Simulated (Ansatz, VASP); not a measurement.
**H9C3Cl: VASP beside Ansatz**

File INCAR:

```
SYSTEM = H9C3Cl
  PREC = Accurate
  ENCUT = 520
  EDIFF = 1E-6
  ISMEAR = -1
  SIGMA = 0.05
  LREAL = Auto
  LASPH = .True.
  NELM = 60
  ALGO = Normal
  ISIF = 2
  LWAVE = .False.
  LCHARG = .False.
  GGA = PS
  IBRION = 2
  NSW = 35
  EDIFFG = -0.3
```

Contents of KPOINTS:

```
regular mesh
0
Gamma
  1 1 1
  0 0 0
```

The input POSCAR:

```
H9C3Cl
1.0
    7.6151130000      0.0000000000      0.0000000000
    0.0000000000      7.6151130000      0.0000000000
    0.0000000000      0.0000000000      7.6151130000
C Cl H
9 3 27
Direct
    0.0654953000      0.9154311000      0.9149140000
    0.2416124000      0.2382797000      0.3204218000
    0.6346465000      0.6588812000      0.7321106000
    0.6701424000      0.1217852000      0.4815766000
    0.6997600000      0.1981118000      0.2989010000
    0.8905077000      0.7449134000      0.3894710000
    0.8120901000      0.7251069000      0.2063543000
    0.2462180000      0.6763829000      0.5826771000
    0.3610777000      0.7175844000      0.4239856000
    0.2555435000      0.7916781000      0.9700573000
    0.1768250000      0.2969291000      0.1040039000
    0.5910228000      0.4665385000      0.8569111000
   -0.0399256000      0.8254495000      0.8801640000
    0.0272367000      0.9943439000      1.0277272000
    0.0959727000      1.0002132000      0.8040045000
    0.2030154000      0.1029652000      0.3452824000
    0.3834571000      0.2514990000      0.3315177000
    0.1769553000      0.3254405000      0.4133748000
    0.5617226000      0.7681401000      0.7883457000
    0.7748305000      0.6862028000      0.7365551000
    0.5933708000      0.6368695000      0.5970936000
    0.7907103000      0.0641458000      0.5338859000
    0.6266252000      0.2229227000      0.5736237000
    0.5700674000      0.0189519000      0.4792295000
    0.5791920000      0.2557513000      0.2465917000
    0.7998350000      0.3009451000      0.3012481000
    0.7432772000      0.0969743000      0.2068539000
    0.7969497000      0.8058116000      0.4796569000
    0.9272515000      0.6174516000      0.4442304000
    1.0082825000      0.8268742000      0.3868780000
    0.9056481000      0.6642086000      0.1161685000
    0.6943153000      0.6431461000      0.2089474000
    0.7753462000      0.8525687000      0.1515950000
    0.2168026000      0.7951576000      0.6576603000
    0.1213732000      0.6180457000      0.5426051000
    0.3111878000      0.5839157000      0.6711303000
    0.3904931000      0.5988097000      0.3490024000
    0.2961079000      0.8100516000      0.3355324000
    0.4859225000      0.7759217000      0.4640576000
```

Input for Ansatz:

```yaml
crystal:
  lattice:
    - [7.615113, 0.0, 0.0]
    - [0.0, 7.615113, 0.0]
    - [0.0, 0.0, 7.615113]
  atoms:
    - { symbol: C, position: [0.0654953, 0.9154311, 0.914914] }
    - { symbol: Cl, position: [0.2555435, 0.7916781, 0.9700573] }
    - { symbol: H, position: [-0.0399256, 0.8254495, 0.880164] }
    - { symbol: H, position: [0.0272367, 0.9943439, 1.0277272] }
    - { symbol: H, position: [0.0959727, 1.0002132, 0.8040045] }
    - { symbol: C, position: [0.2416124, 0.2382797, 0.3204218] }
    - { symbol: Cl, position: [0.176825, 0.2969291, 0.1040039] }
    - { symbol: H, position: [0.2030154, 0.1029652, 0.3452824] }
    - { symbol: H, position: [0.3834571, 0.251499, 0.3315177] }
    - { symbol: H, position: [0.1769553, 0.3254405, 0.4133748] }
    - { symbol: C, position: [0.6346465, 0.6588812, 0.7321106] }
    - { symbol: Cl, position: [0.5910228, 0.4665385, 0.8569111] }
    - { symbol: H, position: [0.5617226, 0.7681401, 0.7883457] }
    - { symbol: H, position: [0.7748305, 0.6862028, 0.7365551] }
    - { symbol: H, position: [0.5933708, 0.6368695, 0.5970936] }
    - { symbol: C, position: [0.6701424, 0.1217852, 0.4815766] }
    - { symbol: C, position: [0.69976, 0.1981118, 0.298901] }
    - { symbol: H, position: [0.7907103, 0.0641458, 0.5338859] }
    - { symbol: H, position: [0.6266252, 0.2229227, 0.5736237] }
    - { symbol: H, position: [0.5700674, 0.0189519, 0.4792295] }
    - { symbol: H, position: [0.579192, 0.2557513, 0.2465917] }
    - { symbol: H, position: [0.799835, 0.3009451, 0.3012481] }
    - { symbol: H, position: [0.7432772, 0.0969743, 0.2068539] }
    - { symbol: C, position: [0.8905077, 0.7449134, 0.389471] }
    - { symbol: C, position: [0.8120901, 0.7251069, 0.2063543] }
    - { symbol: H, position: [0.7969497, 0.8058116, 0.4796569] }
    - { symbol: H, position: [0.9272515, 0.6174516, 0.4442304] }
    - { symbol: H, position: [1.0082825, 0.8268742, 0.386878] }
    - { symbol: H, position: [0.9056481, 0.6642086, 0.1161685] }
    - { symbol: H, position: [0.6943153, 0.6431461, 0.2089474] }
    - { symbol: H, position: [0.7753462, 0.8525687, 0.151595] }
    - { symbol: C, position: [0.246218, 0.6763829, 0.5826771] }
    - { symbol: C, position: [0.3610777, 0.7175844, 0.4239856] }
    - { symbol: H, position: [0.2168026, 0.7951576, 0.6576603] }
    - { symbol: H, position: [0.1213732, 0.6180457, 0.5426051] }
    - { symbol: H, position: [0.3111878, 0.5839157, 0.6711303] }
    - { symbol: H, position: [0.3904931, 0.5988097, 0.3490024] }
    - { symbol: H, position: [0.2961079, 0.8100516, 0.3355324] }
    - { symbol: H, position: [0.4859225, 0.7759217, 0.4640576] }
basis:
  ecutwfc: 420.0
kpoints:
  mp_grid: { grid: [1, 1, 1] }
hamiltonian:
  xc: pbesol
scf:
  occupations: { method: fermi_dirac, width: 0.05 }
  lower_state_search: "off"
relax:
  f_tol: 0.3
  max_steps: 15
  adjacent_minimum: "off"
output:
  write_density: true
  write_potential: true
  elf: true
  volumetric_format: npy
```

Alike in both runs: task relaxation of the atoms; functional PBEsol; k mesh 1 × 1 × 1; occupations fermi-dirac, width 0.05 eV; no spin polarisation.

```csv
,VASP,Ansatz
version,VASP 6.6.1,Ansatz 0.2.0
potentials or method,"VASP PAW PBE potentials, release 64 (C, Cl, H), cutoff 520 eV","scalar-relativistic, plane waves, PAW"
valence electrons in the cell,84,84
```

Ansatz gave:

- gap on the k mesh at the Fermi level, each at its own relaxed structure (eV): 5.71

Problem. Estimate VASP's values.

Solution. gap on the k mesh at the Fermi level, each at its own relaxed structure (eV): 5.70.

VASP's potentials were made for PBE, not for PBEsol. Ansatz's warnings: xc potential rough in thin density.
